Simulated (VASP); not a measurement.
# AlP5: relaxation of cell and atoms with PBE

AlP5:

```xyz
6
Lattice="7.0086 0.0000 0.0000 0.0000 7.0086 0.0000 0.0000 0.0000 2.3415" Properties=species:S:1:pos:R:3 pbc="T T T"
Al    3.5043    3.5043    0.0000
P     5.3339    5.3339    0.0000
P     1.6747    1.6747    0.0000
P     1.6747    5.3339    0.0000
P     5.3339    1.6747    0.0000
P     0.0000    0.0000    0.0000
```

The cell was generated, and may not be a known phase.

- Program: VASP 6.6.1
- Task: relaxation of cell and atoms
- Functional: PBE
- Potentials or basis: VASP PAW PBE potentials, release 64 (Al, P)
- Cutoff: 600 eV
- k mesh: 6 × 6 × 16
- Occupations: gaussian, width 0.1 eV
- Spin: no spin polarisation
- Dipole correction: no
- Further INCAR settings: ALGO = Normal; EDIFF = 1e-06; IBRION = 2; EDIFFG = -0.01; NSW = 100; ISIF = 3

- Relaxed volume: 19.23 Å³/atom
- Relaxed cell: a = 6.994 Å, b = 6.994 Å, c = 2.359 Å, α = 90.00°, β = 90.00°, γ = 90.00°
- Space group after relaxing (to 0.1 Å): P4/mmm (No. 123)
- Energy gained by relaxing: 1.0 meV/atom
- Ionic steps: 6
- Pressure after relaxing: 0.0 GPa
- Band gap on the k mesh: zero (bands 14 and 15 overlap by 1.47 eV)

Forces on the atoms (eV/Å):
```
Al   0.000  0.000  0.000
P   -0.002 -0.002  0.000
P    0.002  0.002  0.000
P    0.002 -0.002  0.000
P   -0.002  0.002  0.000
P    0.000  0.000  0.000
```

Step by step:
| step | energy change (eV) | largest force (eV/Å) | pressure (GPa) | volume (Å³) |
| --- | --- | --- | --- | --- |
| 1 | 0.0000 | 0.0372 | 0.75 | 115.02 |
| 2 | -0.0024 | 0.0250 | -0.75 | 116.51 |
| 3 | -0.0053 | 0.0313 | -0.12 | 115.86 |
| 4 | -0.0057 | 0.0271 | -0.06 | 115.68 |
| 5 | -0.0059 | 0.0186 | 0.06 | 115.33 |
| 6 | -0.0060 | 0.0029 | 0.01 | 115.38 |

Final structure:
```yaml
crystal:
  lattice:
    - [6.99360, 0.00000, 0.00000]
    - [0.00000, 6.99360, 0.00000]
    - [0.00000, 0.00000, 2.35910]
  atoms:
    - { symbol: Al, position: [0.50000, 0.50000, 0.00000] }
    - { symbol: P, position: [0.76035, 0.76035, 0.00000] }
    - { symbol: P, position: [0.23965, 0.23965, 0.00000] }
    - { symbol: P, position: [0.23965, 0.76035, 0.00000] }
    - { symbol: P, position: [0.76035, 0.23965, 0.00000] }
    - { symbol: P, position: [0.00000, 0.00000, 0.00000] }
```

Levels at points of the mesh, in eV from the Fermi level:
```csv
k point,band 10,band 11,band 12,band 13,band 14,band 15,band 16,band 17,band 18
"(0.00, 0.00, 0.00)",-2.14,-1.60,-1.60,-0.12,0.30,0.30,1.05,3.20,4.00
"(0.50, 0.00, 0.00)",-3.63,-2.77,-2.66,-1.17,-0.85,2.94,3.95,4.16,4.42
"(0.50, 0.50, 0.00)",-2.79,-2.79,-2.32,-1.08,0.09,0.76,0.76,6.92,7.20
"(0.00, 0.00, 0.50)",-4.55,-2.50,-2.50,-0.56,-0.24,0.56,1.41,2.30,2.30
"(0.50, 0.00, 0.50)",-4.04,-3.42,-1.56,-1.07,0.12,0.34,1.05,2.30,2.67
"(0.50, 0.50, 0.50)",-3.78,-2.31,-2.31,-1.21,-0.73,0.90,1.62,1.62,1.83
```

It took 13 min on 1 thread of Intel Xeon 8259CL, with other jobs on the host, peak memory 0.37 GiB.
